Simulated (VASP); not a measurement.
# AlB3As4 (P3m1) in VASP: further runs

The runs below take AlB3As4 through single point, relaxation of cell and atoms, with PBE.

Everything below comes from runs of VASP 6.6.1. Logs are shortened: lines on timing, memory, paths and dates and some standing lists are left out, and cuts for length are marked.

## 1. The cell of the first run

Symmetry: P3m1, No. 156, trigonal system. Conventional cell: a = 3.522 Å, b = 3.522 Å, c = 11.956 Å, α = 90.00°, β = 90.00°, γ = 120.00°. Al (site symmetry 3m) has 4 As at 2.33 to 2.49 Å within 3.1 Å. B (site symmetry 3m) has 4 As at 2.11 to 2.14 Å within 2.8 Å. B (site symmetry 3m) has 4 As at 2.11 to 2.15 Å within 2.8 Å. Within 2.8 Å of B (site symmetry 3m) lie 4 As at 2.09 to 2.14 Å. As (site symmetry 3m) has 3 B at 2.15 Å and 1 Al at 2.49 Å within 2.8 Å. As (site symmetry 3m) has 4 B at 2.11 to 2.14 Å within 2.8 Å. As (site symmetry 3m) has 4 B at 2.11 to 2.14 Å within 2.8 Å. Within 2.8 Å of As (site symmetry 3m) lie 1 B at 2.09 Å and 3 Al at 2.33 Å.

## 2. Single point, PBE

Input file INCAR:

```
PREC = Accurate ; ENCUT = 520
EDIFF = 1E-6 ; ISMEAR = 0
SIGMA = 0.1 ; LREAL = False
LASPH = True ; NELM = 100
ALGO = Normal ; ISIF = 2
LWAVE = False ; LCHARG = False
GGA = PE ; NBANDS = 26
```

Input file KPOINTS:

```
regular mesh
0
Gamma
  12 12 4
```

Input file POSCAR:

```
AlB3As4
1.0
    3.5221762953      0.0000000000      0.0000000000
   -1.7610881477      3.0502941484      0.0000000000
    0.0000000000      0.0000000000     11.9560008048
Al B As
1 3 4
Direct
    0.3333333333      0.6666666667      0.0034058779
    0.3333333333      0.6666666667      0.5020206839
    0.6666666667      0.3333333333      0.2685796229
    0.6666666667      0.3333333333      0.7345101519
    0.3333333333      0.6666666667      0.2113787108
    0.3333333333      0.6666666667      0.6782293430
    0.6666666667      0.3333333333      0.4449381835
    0.6666666667      0.3333333333      0.9089374261
```

Potentials or basis: VASP PAW PBE potentials, release 64 (Al, B, As).

Command:

```
$ cat potpaw_PBE.64/Al/POTCAR potpaw_PBE.64/B/POTCAR potpaw_PBE.64/As/POTCAR > POTCAR
$ mpirun -np 1 vasp_std > vasp.out
```

OUTCAR:

```text
PREC = Accurate
   ENCUT = 520
   EDIFF = 1E-6
   ISMEAR = 0
   LREAL = False
   LASPH = True
   NELM = 100
   ISIF = 2
   GGA = PE

 ion  position               nearest neighbor table
   1  0.333  0.667  0.003-   8 2.33   8 2.33   8 2.33   5 2.49
   2  0.333  0.667  0.502-   6 2.11   7 2.14   7 2.14   7 2.14
   3  0.667  0.333  0.269-   7 2.11   5 2.15   5 2.15   5 2.15
   4  0.667  0.333  0.735-   8 2.09   6 2.14   6 2.14   6 2.14
   5  0.333  0.667  0.211-   3 2.15   3 2.15   3 2.15   1 2.49
   6  0.333  0.667  0.678-   2 2.11   4 2.14   4 2.14   4 2.14
   7  0.667  0.333  0.445-   3 2.11   2 2.14   2 2.14   2 2.14
   8  0.667  0.333  0.909-   4 2.09   1 2.33   1 2.33   1 2.33

  LATTYP: Found a hexagonal cell.
 ALAT       =     3.5221762953
 C/A-ratio  =     3.3944924394

  Lattice vectors:

 A1 = (   3.5221762953,   0.0000000000,   0.0000000000)
 A2 = (  -1.7610881477,   3.0502941484,   0.0000000000)
 A3 = (   0.0000000000,   0.0000000000,  11.9560008048)

Analysis of symmetry for initial positions (statically):
=====================================================================
 Subroutine PRICEL returns:
 Original cell was already a primitive cell.

 Routine SETGRP: Setting up the symmetry group for a
 hexagonal supercell.

 Subroutine GETGRP returns: Found  6 space group operations
 (whereof  6 operations were pure point group operations)
 out of a pool of 24 trial point group operations.

The static configuration has the point symmetry C_3v.

Analysis of symmetry for dynamics (positions and initial velocities):
=====================================================================
 Subroutine PRICEL returns:
 Original cell was already a primitive cell.

 Routine SETGRP: Setting up the symmetry group for a
 hexagonal supercell.

 Subroutine GETGRP returns: Found  6 space group operations
 (whereof  6 operations were pure point group operations)
 out of a pool of 24 trial point group operations.

The dynamic configuration has the point symmetry C_3v.

 Subroutine INISYM returns: Found  6 space group operations
 (whereof  6 operations are pure point group operations),
 and found     1 'primitive' translations

----------------------------------------------------------------------------------------

                                     Primitive cell

  volume of cell :     128.4514

  direct lattice vectors                    reciprocal lattice vectors
     3.522176295  0.000000000  0.000000000     0.283915374  0.163918618  0.000000000
    -1.761088148  3.050294148  0.000000000     0.000000000  0.327837235  0.000000000
     0.000000000  0.000000000 11.956000805     0.000000000  0.000000000  0.083640008

  length of vectors
     3.522176295  3.522176295 11.956000805     0.327837235  0.327837235  0.083640008

  position of ions in fractional coordinates (direct lattice)
     0.333333333  0.666666667  0.003405878
     0.333333333  0.666666667  0.502020684
     0.666666667  0.333333333  0.268579623
     0.666666667  0.333333333  0.734510152
     0.333333333  0.666666667  0.211378711
     0.333333333  0.666666667  0.678229343
     0.666666667  0.333333333  0.444938183
     0.666666667  0.333333333  0.908937426

  ion indices of the primitive-cell ions
   primitive index   ion index
                 1           1
                 2           2
                 3           3
                 4           4
                 5           5
                 6           6
                 7           7
                 8           8

----------------------------------------------------------------------------------------

 KPOINTS: regular mesh

Automatic generation of k-mesh.
 Grid dimensions read from file:
 generate k-points for:   12   12    4

 Generating k-lattice:

  Cartesian coordinates                     Fractional coordinates (reciprocal lattice)
     0.023659614  0.013659885  0.000000000     0.083333333  0.000000000  0.000000000
     0.000000000  0.027319770  0.000000000     0.000000000  0.083333333  0.000000000
     0.000000000  0.000000000  0.020910002     0.000000000  0.000000000  0.250000000

  Length of vectors
     0.027319770  0.027319770  0.020910002

  Shift w.r.t. Gamma in fractional coordinates (k-lattice)
     0.000000000  0.000000000  0.000000000

 Subroutine IBZKPT returns following result:
 ===========================================

 Found     69 irreducible k-points:

 Following reciprocal coordinates:
            Coordinates               Weight
  0.000000  0.000000  0.000000      1.000000
  0.083333  0.000000  0.000000      6.000000
  0.166667 -0.000000  0.000000      6.000000
  0.250000  0.000000  0.000000      6.000000
  0.333333  0.000000  0.000000      6.000000
  0.416667  0.000000  0.000000      6.000000
[... 16 lines left out ...]
  0.166667 -0.000000  0.250000      6.000000
  0.000000  0.166667  0.250000      6.000000
 [... further k-points ...]
   k-points           NKPTS =     69   k-points in BZ     NKDIM =     69   number of bands    NBANDS=     26
   number of dos      NEDOS =    301   number of ions     NIONS =      8
   total plane-waves  NPLWV =  70560
   dimension x,y,z NGX =    28 NGY =   28 NGZ =   90
   dimension x,y,z NGXF=    56 NGYF=   56 NGZF=  180
   ions per type =               1   3   4
   NGX,Y,Z   is equivalent  to a cutoff of  13.22, 13.22, 12.51 a.u.
   NGXF,Y,Z  is equivalent  to a cutoff of  26.43, 26.43, 25.03 a.u.
 SYSTEM =  unknown system
   PREC   = accura    normal or accurate (medium, high low for compatibility)
   ISTART =      0    job   : 0-new  1-cont  2-samecut
   ICHARG =      2    charge: 1-file 2-atom 10-const
   ISPIN  =      1    spin polarized calculation?
   LNONCOLLINEAR =      F non collinear calculations
   LSORBIT =      F    spin-orbit coupling
   LASPH  =      T    aspherical Exc in radial PAW
   ENCUT  =  520.0 eV  38.22 Ry    6.18 a.u.   6.55  6.55 22.23*2*pi/ulx,y,z
   NELM   =    100;   NELMIN=  2; NELMDL= -5     # of ELM steps
   EDIFF  = 0.1E-05   stopping-criterion for ELM
   LREAL  =      F    real-space projection
   EDIFFG = 0.1E-04   stopping-criterion for IOM
   NSW    =      0    number of steps for IOM
   IBRION =     -1    ionic relax: 0-MD 1-quasi-New 2-CG
   NFREE  =      0    steps in history (QN), initial steepest desc. (CG)
   ISIF   =      2    stress and relaxation
   ISYM   =      2    0-nonsym 1-usesym 2-fastsym
   POTIM  = 0.5000    time-step for ionic-motion
   TEBEG  =    0.0;   TEEND  =   0.0 temperature during run
   PSTRESS=    0.0 pullay stress
   NELECT =      32.0000    total number of electrons
   NUPDOWN=      -1.0000    fix difference up-down
   EMIN   =  10.00;   EMAX   =-10.00  energy-range for DOS
   EFERMI =   0.00;   METHOD = LEGACY
   ISMEAR =     0;   SIGMA  =   0.10  broadening in eV -4-tet -1-fermi 0-gaus
   EFERMI_NEDOS =   21; number of points for ismear=-14 and -15
   IALGO  =     38    algorithm
   IMIX   =      4    mixing-type and parameters
     AMIX     =   0.40;   BMIX     =  1.00
     AMIX_MAG =   1.60;   BMIX_MAG =  1.00
  volume/ion in A,a.u.               =      16.06       108.35
  Fermi-wavevector in a.u.,A,eV,Ry     =   1.030098  1.946603 14.437170  1.061102
  Thomas-Fermi vector in A             =   2.164179
   LORBIT       =      0    0 simple, 1 ext, 2 COOP (PROOUT), +10 PAW based schemes
   GGA     = PE    functional components
   LHFCALC =     F    Hartree Fock is set to
   AEXX    =    0.0000 exact exchange contribution
   IVDW    =     0    specifies the selected vdW correction
   LEPSILON=     F    determine dielectric tensor
   LRPA    =     F    only Hartree local field effects (RPA)
 non-spin polarized calculation
 Gauss-broadening in eV      SIGMA  =   0.10
  energy-cutoff  :      520.00
  volume of cell :      128.45
 maximum number of plane-waves:      3525
 NGX is ok and might be reduce to    28
   NGX = 13   NGY = 13   NGZ = 45

 number of electron      32.0000001 magnetization

 Free energy of the ion-electron system (eV)
  ---------------------------------------------------
  ext. energy  EPLUGINS =         0.00000000
  ---------------------------------------------------
  free energy    TOTEN  =       -42.16156672 eV

  energy without entropy =      -42.15900157  energy(sigma->0) =      -42.16028414

 E-fermi :   6.3610     XC(G=0): -10.0450

 val. band max:        6.3497729013   @ k =   0.0000   0.0000   0.5000
 cond. band min:       6.3737602229   @ k =   0.4167   0.0000   0.2500
 fundamental gap:      0.0239873216
 Fermi energy:         6.3609973633

 k-point     1 :       0.0000    0.0000    0.0000
  band No.  band energies     occupation
      1      -9.1440      2.00000
      2      -8.3799      2.00000
      3      -7.6769      2.00000
      4      -6.4859      2.00000
      5      -2.5993      2.00000
      6       0.2562      2.00000
[... 18 lines left out ...]
     25      10.1578      0.00000
     26      10.2268      0.00000

 k-point     2 :       0.0833    0.0000    0.0000
  band No.  band energies     occupation
      1      -9.0544      2.00000
      2      -8.2925      2.00000
      3      -7.5905      2.00000
      4      -6.4076      2.00000
      5      -2.5271      2.00000
      6       0.2759      2.00000
[... 18 lines left out ...]
     25      10.1262      0.00000
     26      10.4686      0.00000

 k-point     3 :       0.1667   -0.0000    0.0000
  band No.  band energies     occupation
      1      -8.7886      2.00000
      2      -8.0342      2.00000
      3      -7.3367      2.00000
      4      -6.1824      2.00000
      5      -2.3298      2.00000
      6       0.2235      2.00000
[... 18 lines left out ...]
     25      10.4358      0.00000
     26      10.7356      0.00000

 k-point     4 :       0.2500    0.0000    0.0000
  band No.  band energies     occupation
      1      -8.3585      2.00000
      2      -7.6201      2.00000
      3      -6.9359      2.00000
      4      -5.8487      2.00000
      5      -2.1081      2.00000
      6      -0.3497      2.00000
[... 18 lines left out ...]
     25      10.5430      0.00000
     26      11.2237      0.00000

 k-point     5 :       0.3333    0.0000    0.0000
  band No.  band energies     occupation
      1      -7.7941      2.00000
      2      -7.0894      2.00000
      3      -6.4416      2.00000
      4      -5.5095      2.00000
      5      -2.2109      2.00000
      6      -1.3872      2.00000
[... 18 lines left out ...]
     25      10.1086      0.00000
     26      11.8913      0.00000

 k-point     6 :       0.4167    0.0000    0.0000
  band No.  band energies     occupation
      1      -7.1819      2.00000
      2      -6.5493      2.00000
      3      -5.9959      2.00000
      4      -5.3708      2.00000
      5      -2.5896      2.00000
      6      -2.2818      2.00000
[... 427 lines left out ...]
 k-point    21 :       0.0833    0.0000    0.2500
  band No.  band energies     occupation
      1      -9.0376      2.00000
      2      -8.3763      2.00000
      3      -7.4346      2.00000
      4      -6.5320      2.00000
      5      -2.2790      2.00000
      6      -0.5629      2.00000
[... 18 lines left out ...]
     25      10.2473      0.00000
     26      10.5386      0.00000

 k-point    22 :       0.0000    0.0833    0.2500
  band No.  band energies     occupation
      1      -9.0376      2.00000
      2      -8.3763      2.00000
      3      -7.4346      2.00000
      4      -6.5319      2.00000
      5      -2.2792      2.00000
      6      -0.5624      2.00000
[... 18 lines left out ...]
     25      10.2056      0.00000
     26      10.6144      0.00000

 k-point    23 :       0.1667   -0.0000    0.2500
  band No.  band energies     occupation
      1      -8.7723      2.00000
      2      -8.1157      2.00000
      3      -7.1851      2.00000
      4      -6.3021      2.00000
      5      -2.0977      2.00000
      6      -0.4897      2.00000
[... 18 lines left out ...]
     25      10.5287      0.00000
     26      10.7688      0.00000

 k-point    24 :       0.0000    0.1667    0.2500
  band No.  band energies     occupation
      1      -8.7723      2.00000
      2      -8.1156      2.00000
      3      -7.1854      2.00000
      4      -6.3018      2.00000
      5      -2.0996      2.00000
      6      -0.4850      2.00000
[... 18 lines left out ...]
     25      10.4541      0.00000
     26      10.5736      0.00000

 [... further k-points ...]

------------------------ aborting loop because EDIFF is reached ----------------------------------------

  FORCE on cell =-STRESS in cart. coord.  units (eV):
  Direction    XX          YY          ZZ          XY          YZ          ZX
  --------------------------------------------------------------------------------------
  -------------------------------------------------------------------------------------
  Total        0.3076014      0.3076014      0.3452510     -0.0000000      0.0000000     -0.0000000
  in kB        3.8367209      3.8367209      4.3063252     -0.0000000      0.0000000     -0.0000000
  external PRESSURE =       3.9932557 kB  Pullay stress =       0.0000000 kB

 VOLUME and BASIS-vectors are now :
 -----------------------------------------------------------------------------
  energy-cutoff  :      520.00
  volume of cell :      128.45
      direct lattice vectors                 reciprocal lattice vectors
     3.522176295  0.000000000  0.000000000     0.283915374  0.163918618  0.000000000
    -1.761088148  3.050294148  0.000000000     0.000000000  0.327837235  0.000000000
     0.000000000  0.000000000 11.956000805     0.000000000  0.000000000  0.083640008

 POSITION                                       TOTAL-FORCE (eV/Angst)
 -----------------------------------------------------------------------------------
     -0.00000      2.03353      0.04072        -0.000000      0.000000      0.033518
     -0.00000      2.03353      6.00216        -0.000000     -0.000000     -0.007412
      1.76109      1.01676      3.21114         0.000000     -0.000000     -0.008836
      1.76109      1.01676      8.78180         0.000000     -0.000000     -0.019870
     -0.00000      2.03353      2.52724         0.000000      0.000000     -0.017186
     -0.00000      2.03353      8.10891         0.000000      0.000000      0.004503
      1.76109      1.01676      5.31968         0.000000     -0.000000      0.007485
      1.76109      1.01676     10.86726        -0.000000     -0.000000      0.007798
 -----------------------------------------------------------------------------------
    total drift:                               -0.000000      0.000000      0.000794

  FREE ENERGIE OF THE ION-ELECTRON SYSTEM (eV)
  ---------------------------------------------------
  free  energy   TOTEN  =       -42.1615667186 eV

  energy  without entropy=      -42.1590015664  energy(sigma->0) =      -42.16028414
```

It took 2.7 min on 1 thread of AMD EPYC 9R45 (Zen 5), shared host; peak memory 0.34 GiB.

Results:

```yaml
Free_energy: -42.1616 eV
Pressure: 0.4 GPa
Largest_force: 0.034 eV/Å
Band_gap_on_the_k_mesh: zero (bands 16 and 17 overlap by 0.03 eV)
```

Forces in eV/Å, atoms in the order of the input:
```
Al   0.000  0.000  0.034
B    0.000  0.000 -0.007
B    0.000  0.000 -0.009
B    0.000  0.000 -0.020
As   0.000  0.000 -0.017
As   0.000  0.000  0.005
As   0.000  0.000  0.007
As   0.000  0.000  0.008
```

Caveat: semilocal functionals underestimate gaps, so a narrow gap can read as zero.

## 3. Relaxation of cell and atoms, PBE

Input file INCAR:

```
PREC     = Accurate       # precision mode
ENCUT    = 600            # plane-wave cutoff, eV
EDIFF    = 1E-6           # SCF threshold, eV
ISMEAR   = 0              # smearing method
SIGMA    = 0.1            # smearing width, eV
LREAL    = False          # projectors in reciprocal space
LASPH    = True           # aspherical terms in the spheres
NELM     = 100            # most SCF steps
ALGO     = Normal         # electronic algorithm
ISIF     = 3              # what is computed and relaxed
LWAVE    = False          # write WAVECAR
LCHARG   = False          # write CHGCAR
GGA      = PE             # functional
IBRION   = 2              # ionic algorithm
NSW      = 100            # ionic steps
EDIFFG   = -0.01          # ionic threshold
```

KPOINTS is that of step 2.

Input file POSCAR:

```
AlB3As4
1.0
    3.5201042714      0.0000000000      0.0000000000
   -1.7600521357      3.0484997230      0.0000000000
    0.0000000000      0.0000000000     11.9597670690
Al B As
1 3 4
Direct
    0.3333333333      0.6666666667      0.0039183967
    0.3333333333      0.6666666667      0.5019370303
    0.6666666667      0.3333333333      0.2687604701
    0.6666666667      0.3333333333      0.7341082045
    0.3333333333      0.6666666667      0.2118805838
    0.3333333333      0.6666666667      0.6779338697
    0.6666666667      0.3333333333      0.4449837494
    0.6666666667      0.3333333333      0.9084776955
```

Potentials or basis: VASP PAW PBE potentials, release 64 (Al, B, As).

Command:

```
$ cat potpaw_PBE.64/Al/POTCAR potpaw_PBE.64/B/POTCAR potpaw_PBE.64/As/POTCAR > POTCAR
$ mpirun -np 1 vasp_std > vasp.out
```

It took 7 min on 1 thread of AMD EPYC 9R45 (Zen 5), shared host; peak memory 0.39 GiB.

It converged, with:

* Free energy: -42.1645 eV
* Relaxed volume: 16.12 Å³/atom
* Relaxed cell: a = 3.527 Å, b = 3.527 Å, c = 11.969 Å, α = 90.00°, β = 90.00°, γ = 120.00°
* Space group after relaxing (to 0.1 Å): P3m1 (No. 156)
* Energy gained by relaxing: 0.2 meV/atom
* Ionic steps: 8
* Pressure after relaxing: 0.0 GPa
* Largest force after relaxing: 0.003 eV/Å
* Band gap on the k mesh: zero (bands 16 and 17 overlap by 0.02 eV)

Forces on the atoms (eV/Å):
```
Al   0.000  0.000  0.002
B    0.000  0.000  0.000
B    0.000  0.000 -0.002
B    0.000  0.000 -0.001
As   0.000  0.000 -0.002
As   0.000  0.000  0.000
As   0.000  0.000  0.000
As   0.000  0.000  0.003
```

The path:
```csv
step,energy change (eV),largest force (eV/Å),pressure (GPa),volume (Å³)
1,0.0000,0.0905,0.41,128.34
2,-0.0009,0.0413,-0.20,129.10
3,-0.0010,0.0397,-0.06,128.92
4,-0.0012,0.0227,-0.01,128.90
5,-0.0013,0.0315,0.01,128.90
6,-0.0013,0.0133,0.00,128.92
7,-0.0013,0.0145,0.00,128.93
8,-0.0014,0.0031,-0.01,128.92
```

Final structure:
```xyz
8
Lattice="3.5268 0.0000 0.0000 -1.7634 3.0543 0.0000 0.0000 0.0000 11.9685" Properties=species:S:1:pos:R:3 pbc="T T T"
Al    0.0000    2.0362    0.0415
B     0.0000    2.0362    6.0080
B     1.7634    1.0181    3.2138
B     1.7634    1.0181    8.7907
As    0.0000    2.0362    2.5292
As    0.0000    2.0362    8.1175
As    1.7634    1.0181    5.3251
As    1.7634    1.0181   10.8802
```

Levels at points of the mesh, in eV from the Fermi level:
| k point | band 13 | band 14 | band 15 | band 16 | band 17 | band 18 | band 19 | band 20 |
| --- | --- | --- | --- | --- | --- | --- | --- | --- |
| (0.00, 0.00, 0.00) | -1.55 | -1.41 | 0.04 | 0.04 | 0.39 | 1.06 | 1.20 | 1.85 |
| (0.50, 0.00, 0.00) | -4.06 | -3.53 | -3.33 | -1.69 | 0.14 | 0.32 | 0.83 | 1.62 |
| (0.00, 0.00, 0.50) | -1.49 | -1.49 | -0.01 | -0.01 | 0.40 | 1.07 | 1.78 | 1.94 |
| (0.50, 0.00, 0.50) | -3.80 | -3.52 | -3.25 | -1.74 | 0.20 | 0.40 | 0.67 | 1.44 |

Caveat: semilocal functionals underestimate gaps, so a narrow gap can read as zero.
